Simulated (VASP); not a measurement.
The system is Zn.

```
Zn
1.0
     2.73246    0.00000    0.00000
    -1.36623    2.36638    0.00000
     0.00000    0.00000    8.67838
Zn
4
Cartesian
  0.0000 0.0000 0.0000
  0.0000 1.5776 2.1696
  0.0000 0.0000 4.3392
  1.3662 0.7888 6.5088
```

```yaml
Program: VASP 6.6.1
Task: relaxation of cell and atoms
Functional: PBEsol
Potentials_or_basis: VASP PAW PBE potentials, release 64 (Zn)
Cutoff: 600 eV
k_mesh: 18 × 18 × 6
Occupations: gaussian, width 0.1 eV
Spin: no spin polarisation
```

At the start: pressure 0.4 GPa; volume 14.03 Å³/atom.

How do energy, volume and symmetry change on relaxing?

Over 26 steps the energy falls by 13.6 meV/atom and the volume is 14.37 Å³/atom (+2.4 %); space group P6_3/mmc (No. 194, to 0.1 Å) before and after.

Step by step:
```csv
step,energy change (eV),largest force (eV/Å),pressure (GPa),volume (Å³)
1,0.0000,0.0000,0.38,56.11
2,-0.0018,0.0000,0.24,56.39
3,-0.0022,0.0000,-1.15,57.20
4,-0.0028,0.0000,-1.02,56.95
5,-0.0027,0.0000,-0.58,56.67
6,-0.0038,0.0000,-0.25,56.63
7,-0.0072,0.0000,-0.35,56.51
8,-0.0100,0.0000,0.06,56.26
9,-0.0075,0.0000,1.53,55.69
10,0.0174,0.0000,6.49,54.30
11,-0.0099,0.0000,1.92,55.57
12,-0.0228,0.0000,3.89,54.97
13,-0.0230,0.0000,3.76,54.97
14,-0.0236,0.0000,3.88,54.97
15,-0.0242,0.0000,4.09,54.97
16,-0.0250,0.0000,4.09,55.00
17,-0.0272,0.0000,3.85,55.09
18,-0.0313,0.0000,3.54,55.27
19,-0.0385,0.0000,3.05,55.63
20,-0.0488,0.0000,1.71,56.35
21,-0.0539,0.0000,-0.43,57.81
22,-0.0544,0.0000,-0.22,57.53
23,-0.0543,0.0000,0.21,57.29
24,-0.0544,0.0000,0.05,57.42
25,-0.0545,0.0000,0.09,57.47
26,-0.0545,0.0000,-0.05,57.47
```

Final structure:
```
Zn
1.0
     2.59413    0.00000    0.00000
    -1.29706    2.24658    0.00000
     0.00000    0.00000    9.86081
Zn
4
Direct
  0.00000 0.00000 0.00000
  0.33333 0.66667 0.25000
  0.00000 0.00000 0.50000
  0.66667 0.33333 0.75000
```

Caveat: the PAW data sets were made with another functional, which shifts forces and pressure a little.
